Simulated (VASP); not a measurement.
# SnO (Pm) in VASP: a series of runs

SnO is run at these levels: PBEsol; tasks: single point.

Everything below comes from runs of VASP 6.6.1. Logs are shortened: lines on timing, memory, paths and dates and some standing lists are left out, and cuts for length are marked.

## (1) The cell of the first run

The structure is monoclinic, space group Pm (No. 6). The conventional cell has a = 5.705 Å, b = 3.316 Å, c = 11.721 Å, α = 90.00°, β = 94.65°, γ = 90.00°. Sn (site symmetry m) has 3 O at 2.13 to 2.14 Å within 2.8 Å. Within 2.8 Å of Sn (site symmetry m) lie 3 O at 2.13 to 2.14 Å. Sn (site symmetry m) has 3 O at 2.13 to 2.14 Å within 2.8 Å. Within 2.8 Å of Sn (site symmetry m) lie 3 O at 2.13 to 2.14 Å. Within 2.7 Å of Sn (site symmetry m) lie 3 O at 2.05 to 2.13 Å. Within 2.8 Å of Sn (site symmetry m) lie 3 O at 2.13 to 2.14 Å. O (site symmetry m) has 3 Sn at 2.05 to 2.13 Å within 2.7 Å. O (site symmetry m) has 3 Sn at 2.13 to 2.14 Å and 4 O at 2.87 Å within 2.9 Å.

## (2) Single point, PBEsol

Contents of INCAR:

```
SYSTEM = SnO
  PREC = Accurate
  ENCUT = 520
  EDIFF = 1E-6
  ISMEAR = 0
  SIGMA = 0.05
  LREAL = .False.
  LASPH = .True.
  NELM = 100
  ALGO = Normal
  ISIF = 2
  LWAVE = .False.
  LCHARG = .True.
  GGA = PS
  LELF = .True.
  LVHAR = .True.
  NBANDS = 72
```

Contents of KPOINTS:

```
regular mesh
0
Gamma
  8 5 3
  0 0 0
```

Contents of POSCAR:

```
SnO
1.0
   -3.3156086772      0.0000000000      0.0000000000
    0.0000000000     -5.7050005398      0.0000000000
    0.0000000000     -4.7539769498     11.6824937061
Sn O
6 6
Direct
    0.0000000000      0.0298318175      0.8836914207
    0.0000000000      0.5853651509      0.2170247540
    0.0000000000      0.3075984842      0.5503580874
    0.5000000000     -0.3637086059      0.7170247540
    0.5000000000      0.1918247274      0.0503580874
    0.5000000000     -0.0859419393      0.3836914207
    0.0000000000     -0.6766379600      0.9495755793
    0.0000000000     -0.1211046267      0.2829089126
    0.0000000000     -0.3988712934      0.6162422460
    0.5000000000      0.2329586329      0.7829089126
    0.5000000000      0.7884919662      0.1162422460
    0.5000000000      0.5107252996      0.4495755793
```

Potentials or basis: VASP PAW PBE potentials, release 64 (Sn_d, O).

Run with:

```sh
$ cat potpaw_PBE.64/Sn_d/POTCAR potpaw_PBE.64/O/POTCAR > POTCAR
$ mpirun -np 1 vasp_std > vasp.out
```

OUTCAR:

```text
SYSTEM = SnO
   PREC = Accurate
   ENCUT = 520
   EDIFF = 1E-6
   ISMEAR = 0
   LREAL = .False.
   LASPH = .True.
   NELM = 100
   ISIF = 2
   GGA = PS

 ion  position               nearest neighbor table
   1  0.000  0.030  0.884-   7 2.13  10 2.14  10 2.14   5 3.08   5 3.08   4 3.70   4 3.70
   2  0.000  0.585  0.217-   8 2.13  11 2.14  11 2.14   5 3.70   5 3.70   6 3.70   6 3.70
   3  0.000  0.308  0.550-   9 2.13  12 2.14  12 2.14   4 3.70   4 3.70   6 3.70   6 3.70
   4  0.500  0.636  0.717-  10 2.13   9 2.14   9 2.14   3 3.70   3 3.70   1 3.70   1 3.70
   5  0.500  0.192  0.050-   7 2.05   7 2.05  11 2.13   1 3.08   1 3.08   2 3.70   2 3.70
   6  0.500  0.914  0.384-  12 2.13   8 2.14   8 2.14   3 3.70   3 3.70   2 3.70   2 3.70
   7  0.000  0.323  0.950-   5 2.05   5 2.05   1 2.13
   8  0.000  0.879  0.283-   2 2.13   6 2.14   6 2.14
   9  0.000  0.601  0.616-   3 2.13   4 2.14   4 2.14
  10  0.500  0.233  0.783-   4 2.13   1 2.14   1 2.14
  11  0.500  0.788  0.116-   5 2.13   2 2.14   2 2.14
  12  0.500  0.511  0.450-   6 2.13   3 2.14   3 2.14

  LATTYP: Found a simple monoclinic cell.
 ALAT       =     5.7050005398
 B/A-ratio  =     0.5811758744
 C/A-ratio  =     2.0545377967
 COS(beta)  =    -0.0811374706

  Lattice vectors:

 A1 = (   0.0000000000,  -5.7050005398,   0.0000000000)
 A2 = (   3.3156086772,   0.0000000000,   0.0000000000)
 A3 = (   0.0000000000,   0.9510235900,  11.6824937061)

Analysis of symmetry for initial positions (statically):
=====================================================================
 Subroutine PRICEL returns:
 Original cell was already a primitive cell.

 Routine SETGRP: Setting up the symmetry group for a
 simple monoclinic supercell.

 Subroutine GETGRP returns: Found  2 space group operations
 (whereof  2 operations were pure point group operations)
 out of a pool of  4 trial point group operations.

The static configuration has the point symmetry C_1h.

Analysis of symmetry for dynamics (positions and initial velocities):
=====================================================================
 Subroutine PRICEL returns:
 Original cell was already a primitive cell.

 Routine SETGRP: Setting up the symmetry group for a
 simple monoclinic supercell.

 Subroutine GETGRP returns: Found  2 space group operations
 (whereof  2 operations were pure point group operations)
 out of a pool of  4 trial point group operations.

The dynamic configuration has the point symmetry C_1h.

 Subroutine INISYM returns: Found  2 space group operations
 (whereof  2 operations are pure point group operations),
 and found     1 'primitive' translations

----------------------------------------------------------------------------------------

                                     Primitive cell

  volume of cell :     220.9808

  direct lattice vectors                    reciprocal lattice vectors
    -3.315608677  0.000000000  0.000000000    -0.301603747  0.000000000  0.000000000
     0.000000000 -5.705000540  0.000000000     0.000000000 -0.175284821 -0.071328949
     0.000000000 -4.753976950 11.682493706     0.000000000  0.000000000  0.085598163

  length of vectors
     3.315608677  5.705000540 12.612729920     0.301603747  0.189242140  0.085598163

  position of ions in fractional coordinates (direct lattice)
     0.000000000  0.029831818  0.883691421
     0.000000000  0.585365151  0.217024754
     0.000000000  0.307598484  0.550358087
     0.500000000  0.636291394  0.717024754
     0.500000000  0.191824727  0.050358087
     0.500000000  0.914058061  0.383691421
     0.000000000  0.323362040  0.949575579
     0.000000000  0.878895373  0.282908913
     0.000000000  0.601128707  0.616242246
     0.500000000  0.232958633  0.782908913
     0.500000000  0.788491966  0.116242246
     0.500000000  0.510725300  0.449575579

  ion indices of the primitive-cell ions
   primitive index   ion index
                 1           1
                 2           2
                 3           3
                 4           4
                 5           5
                 6           6
                 7           7
                 8           8
                 9           9
                10          10
                11          11
                12          12

----------------------------------------------------------------------------------------

 KPOINTS: regular mesh

Automatic generation of k-mesh.
 Grid dimensions read from file:
 generate k-points for:    8    5    3

 Generating k-lattice:

  Cartesian coordinates                     Fractional coordinates (reciprocal lattice)
    -0.037700468  0.000000000  0.000000000     0.125000000  0.000000000  0.000000000
     0.000000000 -0.035056964 -0.014265790     0.000000000  0.200000000 -0.000000000
     0.000000000  0.000000000  0.028532721     0.000000000  0.000000000  0.333333333

  Length of vectors
     0.037700468  0.037848428  0.028532721

[... 52 lines left out ...]
   EFERMI =   0.00;   METHOD = LEGACY
   ISMEAR =     0;   SIGMA  =   0.05  broadening in eV -4-tet -1-fermi 0-gaus
   EFERMI_NEDOS =   21; number of points for ismear=-14 and -15
   IALGO  =     38    algorithm
   IMIX   =      4    mixing-type and parameters
     AMIX     =   0.40;   BMIX     =  1.00
     AMIX_MAG =   1.60;   BMIX_MAG =  1.00
  volume/ion in A,a.u.               =      18.42       124.27
  Fermi-wavevector in a.u.,A,eV,Ry     =   1.335623  2.523961 24.271264  1.783888
  Thomas-Fermi vector in A             =   2.464312
   LORBIT       =      0    0 simple, 1 ext, 2 COOP (PROOUT), +10 PAW based schemes
   GGA     = PS    functional components
   LHFCALC =     F    Hartree Fock is set to
   AEXX    =    0.0000 exact exchange contribution
   IVDW    =     0    specifies the selected vdW correction
   LEPSILON=     F    determine dielectric tensor
   LRPA    =     F    only Hartree local field effects (RPA)
 non-spin polarized calculation
 Gauss-broadening in eV      SIGMA  =   0.05
  energy-cutoff  :      520.00
  volume of cell :      220.98
 maximum number of plane-waves:      5982
 NGX is ok and might be reduce to    28

 number of electron     120.0000035 magnetization

 Free energy of the ion-electron system (eV)
  ---------------------------------------------------
  ext. energy  EPLUGINS =         0.00000000
  ---------------------------------------------------
  free energy    TOTEN  =       -70.02004302 eV

  energy without entropy =      -70.02004302  energy(sigma->0) =      -70.02004302

 E-fermi :   6.1683     XC(G=0): -10.2018

 val. band max:        5.9171241178   @ k =   0.5000  -0.4000   0.3333
 cond. band min:       6.6292289573   @ k =   0.5000   0.4000  -0.0000
 fundamental gap:      0.7121048395
 Fermi energy:         6.1682513964

 k-point     1 :       0.0000    0.0000    0.0000
  band No.  band energies     occupation
      1     -15.9718      2.00000
      2     -15.6000      2.00000
      3     -15.5085      2.00000
      4     -15.4067      2.00000
      5     -15.3967      2.00000
      6     -15.3646      2.00000
[... 64 lines left out ...]
     71      11.8832      0.00000
     72      12.3938      0.00000

 k-point     2 :       0.1250    0.0000    0.0000
  band No.  band energies     occupation
      1     -15.9776      2.00000
      2     -15.6178      2.00000
      3     -15.5065      2.00000
      4     -15.4371      2.00000
      5     -15.3932      2.00000
      6     -15.3576      2.00000
[... 64 lines left out ...]
     71      11.6512      0.00000
     72      11.8857      0.00000

 k-point     3 :       0.2500    0.0000    0.0000
  band No.  band energies     occupation
      1     -16.0086      2.00000
      2     -15.6850      2.00000
      3     -15.5282      2.00000
      4     -15.4811      2.00000
      5     -15.4220      2.00000
      6     -15.3744      2.00000
[... 1564 lines left out ...]
     71      11.0919      0.00000
     72      11.2853      0.00000

 k-point    24 :       0.3750    0.2000    0.3333
  band No.  band energies     occupation
      1     -16.0573      2.00000
      2     -15.7613      2.00000
      3     -15.5735      2.00000
      4     -15.5246      2.00000
      5     -15.4914      2.00000
      6     -15.4020      2.00000
[... 64 lines left out ...]
     71      10.7615      0.00000
     72      11.5263      0.00000

 [... further k-points ...]
[... 5 lines left out ...]
  --------------------------------------------------------------------------------------
  -------------------------------------------------------------------------------------
  Total        6.1749255      3.5235067      5.4678318      0.0000000     -2.1866115      0.0000000
  in kB       44.7700716     25.5464864     39.6434295      0.0000000    -15.8535930      0.0000000
  external PRESSURE =      36.6533291 kB  Pullay stress =       0.0000000 kB

 VOLUME and BASIS-vectors are now :
 -----------------------------------------------------------------------------
  energy-cutoff  :      520.00
  volume of cell :      220.98
      direct lattice vectors                 reciprocal lattice vectors
    -3.315608677  0.000000000  0.000000000    -0.301603747  0.000000000  0.000000000
     0.000000000 -5.705000540  0.000000000     0.000000000 -0.175284821 -0.071328949
     0.000000000 -4.753976950 11.682493706     0.000000000  0.000000000  0.085598163

 POSITION                                       TOTAL-FORCE (eV/Angst)
 -----------------------------------------------------------------------------------
      0.00000     -4.37124     10.32372         0.000000      1.504111     -1.547272
      0.00000     -4.37124      2.53539         0.000000      0.300837      0.166469
      0.00000     -4.37124      6.42955         0.000000      0.100048     -0.067231
     -1.65780     -7.03876      8.37664         0.000000     -0.251264     -0.099513
     -1.65780     -1.33376      0.58831         0.000000     -2.559988      3.692131
     -1.65780     -7.03876      4.48247         0.000000     -0.078085     -0.218036
      0.00000     -6.35904     11.09341         0.000000      0.546623     -1.795958
      0.00000     -6.35904      3.30508         0.000000     -0.013238      0.276954
      0.00000     -6.35904      7.19925         0.000000     -0.011133      0.049223
     -1.65780     -5.05096      9.14633         0.000000      0.059485      0.044755
     -1.65780     -5.05096      1.35800         0.000000      0.326305     -0.567207
     -1.65780     -5.05096      5.25216         0.000000      0.076300      0.065685
 -----------------------------------------------------------------------------------
    total drift:                               -0.000000     -0.000018     -0.000903

  FREE ENERGIE OF THE ION-ELECTRON SYSTEM (eV)
  ---------------------------------------------------
  free  energy   TOTEN  =       -70.0200430242 eV

  energy  without entropy=      -70.0200430242  energy(sigma->0) =      -70.02004302
```

It took 12 min on 1 thread of Oxide Virtual Turin-like, shared host; peak memory 0.59 GiB.

Results:

- Free energy: -70.0200 eV
- Pressure: 3.7 GPa
- Largest force: 4.493 eV/Å
- Band gap on the k mesh: 0.71 eV (least direct gap 0.73 eV)

Forces in eV/Å, atoms in the order of the input:
```
Sn   0.000  1.504 -1.547
Sn   0.000  0.301  0.166
Sn   0.000  0.100 -0.067
Sn   0.000 -0.251 -0.100
Sn   0.000 -2.560  3.692
Sn   0.000 -0.078 -0.218
O    0.000  0.547 -1.796
O    0.000 -0.013  0.277
O    0.000 -0.011  0.049
O    0.000  0.059  0.045
O    0.000  0.326 -0.567
O    0.000  0.076  0.066
```

Caveat: the cell stands under pressure; the PAW data sets were made with another functional, which shifts forces and pressure a little; spin-orbit coupling is left out, which moves the levels of the heavy elements; an odd mesh through Γ misses points on the zone boundary, where band edges can lie.

## (3) Single point, PBEsol

This run uses another cell than the first one, of the same volume but with other edges.

Contents of INCAR:

```
ALGO = Normal ; EDIFF = 1E-6
ENCUT = 520 ; GGA = PS
ISIF = 2 ; ISMEAR = 0
LASPH = T ; LCHARG = T
LELF = T ; LREAL = F
LVHAR = T ; LWAVE = F
NBANDS = 72 ; NELM = 80
PREC = Accurate ; SIGMA = 0.05
```

Contents of KPOINTS:

```
k-points
0
Gamma
  8 5 3
```

Contents of POSCAR:

```
SnO
1.0
   -3.3156086772      0.0000000000      0.0000000000
    0.0000000000     -5.7050005398      0.0000000000
    0.0000000000     -0.9510235900     11.6824937061
Sn O
6 6
Direct
    0.0000000000      0.6189005186      0.8836914207
    0.0000000000      0.7300338519      0.2170247540
    0.0000000000      0.6744671852      0.5503580874
    0.5000000000      0.1142600951      0.7170247540
    0.5000000000      0.2253934284      0.0503580874
    0.5000000000      0.1698267618      0.3836914207
    0.0000000000     -0.0436508789      0.9495755793
    0.0000000000      0.0674824545      0.2829089126
    0.0000000000      0.0119157878      0.6162422460
    0.5000000000      0.7548457141      0.7829089126
    0.5000000000      0.8659790474      0.1162422460
    0.5000000000      0.8104123807      0.4495755793
```

Potentials or basis: VASP PAW PBE potentials, release 64 (Sn_d, O).

Run with:

```sh
$ cat potpaw_PBE.64/Sn_d/POTCAR potpaw_PBE.64/O/POTCAR > POTCAR
$ mpirun -np 1 vasp_std > vasp.out
```

Wall time 16 min (1 thread of Oxide Virtual Turin-like, shared host); peak memory 0.57 GiB.

It converged, with:

| Property | Result |
| --- | --- |
| Free energy | -69.5668 eV |
| Pressure | -2.1 GPa |
| Largest force | 3.276 eV/Å |
| Band gap on the k mesh | 0.31 eV (least direct gap 0.69 eV) |

Forces in eV/Å, atoms in the order of the input:
```
Sn   0.000 -2.232 -0.108
Sn   0.000 -0.346 -0.553
Sn   0.000  0.092  0.099
Sn   0.000 -0.173  0.572
Sn   0.000  3.099 -1.062
Sn   0.000 -0.077  0.204
O    0.000 -1.466 -0.302
O    0.000  0.003 -0.097
O    0.000  0.117 -0.063
O    0.000  0.685 -0.015
O    0.000  0.356  1.472
O    0.000 -0.058 -0.146
```

Stress tensor (GPa, compression positive):
```
 0.17  0.00  0.00
 0.00 -5.85  2.46
 0.00  2.46 -0.73
```

Levels at points of the mesh, in eV from the valence-band top:
```
           k point  band 57  band 58  band 59  band 60  band 61  band 62  band 63  band 64
(0.00, 0.00, 0.00)    -1.35    -0.76    -0.71     0.00     2.06     2.49     2.78     2.95
(0.50, 0.00, 0.00)    -1.37    -1.36    -1.01    -0.73     0.85     1.42     2.32     2.40
```

Caveat: the PAW data sets were made with another functional, which shifts forces and pressure a little; spin-orbit coupling is left out, which moves the levels of the heavy elements; an odd mesh through Γ misses points on the zone boundary, where band edges can lie.

## (4) Single point, PBEsol

This run uses another cell than the first one, of the same volume but with other edges.

Contents of INCAR:

```
SYSTEM = SnO
PREC     = Accurate       ! precision mode
ENCUT    = 520            ! plane-wave cutoff, eV
EDIFF    = 1E-6           ! SCF threshold, eV
ISMEAR   = 0              ! smearing method
SIGMA    = 0.05           ! smearing width, eV
LREAL    = .FALSE.        ! projectors in reciprocal space
LASPH    = .TRUE.         ! aspherical terms in the spheres
NELM     = 80             ! most SCF steps
ALGO     = Normal         ! electronic algorithm
ISIF     = 2              ! what is computed and relaxed
LWAVE    = .FALSE.        ! write WAVECAR
LCHARG   = .TRUE.         ! write CHGCAR
GGA      = PS             ! functional
LELF     = .TRUE.         ! ELF
LVHAR    = .TRUE.       
NBANDS   = 72             ! bands
```

Contents of KPOINTS:

```
regular mesh
0
G
  8 5 3
  0 0 0
```

Contents of POSCAR:

```
SnO
1.0
   -3.3156086772      0.0000000000      0.0000000000
    0.0000000000     -5.7050005398      0.0000000000
    0.0000000000     -2.8525002699     11.6824937061
Sn O
6 6
Direct
    0.0000000000      0.3243661680      0.8836914207
    0.0000000000      0.6576995014      0.2170247540
    0.0000000000      0.4910328347      0.5503580874
    0.5000000000     -0.1247242554      0.7170247540
    0.5000000000      0.2086090779      0.0503580874
    0.5000000000      0.0419424113      0.3836914207
    0.0000000000     -0.3601444194      0.9495755793
    0.0000000000     -0.0268110861      0.2829089126
    0.0000000000     -0.1934777528      0.6162422460
    0.5000000000      0.4939021735      0.7829089126
    0.5000000000      0.8272355068      0.1162422460
    0.5000000000      0.6605688401      0.4495755793
```

Run with:

```sh
$ cat potpaw_PBE.64/Sn_d/POTCAR potpaw_PBE.64/O/POTCAR > POTCAR
$ mpirun -np 1 vasp_std > vasp.out
```

Run time: 25 min. Hardware: 1 thread of Oxide Virtual Turin-like, shared host; peak memory 0.56 GiB.

The run converged. Its results:

| Property | Result |
| --- | --- |
| Free energy | -66.8756 eV |
| Pressure | 1.8 GPa |
| Largest force | 5.499 eV/Å |
| Band gap on the k mesh | 0.13 eV (least direct gap 0.39 eV) |

Forces on the atoms (eV/Å):
```
Sn   0.000 -3.033 -4.587
Sn   0.000  0.085 -0.869
Sn   0.000  0.130  0.048
Sn   0.000 -0.229  0.790
Sn   0.000  0.213  4.731
Sn   0.000 -0.043  0.079
O    0.000  2.260 -0.230
O    0.000 -0.118  0.113
O    0.000  0.088 -0.005
O    0.000  1.101 -0.387
O    0.000 -0.404  0.400
O    0.000 -0.049 -0.082
```

Stress tensor (GPa, compression positive):
```
 5.47  0.00  0.00
 0.00 -4.90 -0.36
 0.00 -0.36  4.80
```

Levels at points of the mesh, in eV from the valence-band top:
| k point | band 56 | band 57 | band 58 | band 59 | band 60 | band 61 | band 62 | band 63 | band 64 | band 65 |
| --- | --- | --- | --- | --- | --- | --- | --- | --- | --- | --- |
| (0.00, 0.00, 0.00) | -1.56 | -1.00 | -0.34 | -0.10 | 0.00 | 1.70 | 2.69 | 2.87 | 3.00 | 3.35 |
| (0.50, 0.00, 0.00) | -1.34 | -1.27 | -1.15 | -0.75 | -0.47 | 0.47 | 0.86 | 2.39 | 2.44 | 2.61 |

Caveat: the PAW data sets were made with another functional, which shifts forces and pressure a little; spin-orbit coupling is left out, which moves the levels of the heavy elements; an odd mesh through Γ misses points on the zone boundary, where band edges can lie.

## (5) The runs side by side

```csv
cell,gap on the mesh (eV),pressure (GPa),largest force (eV/Å)
"a = 3.316, b = 5.705, c = 12.613 Å, angles 67.9, 90.0, 90.0°, 12 atoms",0.71,3.7,4.49
"a = 3.316, b = 5.705, c = 11.721 Å, angles 85.3, 90.0, 90.0°, 12 atoms",0.31,-2.1,3.28
"a = 3.316, b = 5.705, c = 12.026 Å, angles 76.3, 90.0, 90.0°, 12 atoms",0.13,1.8,5.50
```

Alike in all rows: task single point; level PBEsol; potentials or basis VASP PAW PBE potentials, release 64 (Sn_d, O); no spin polarisation; k mesh 8 × 5 × 3; cutoff (eV) 520; smearing gaussian 0.05 eV.

Caveats: the PAW data sets were made with another functional, which shifts forces and pressure a little; spin-orbit coupling is left out, which moves the levels of the heavy elements; an odd mesh through Γ misses points on the zone boundary, where band edges can lie; the cell stands under pressure (at least some runs).

Absolute energies hang on the potentials; compare differences alone.
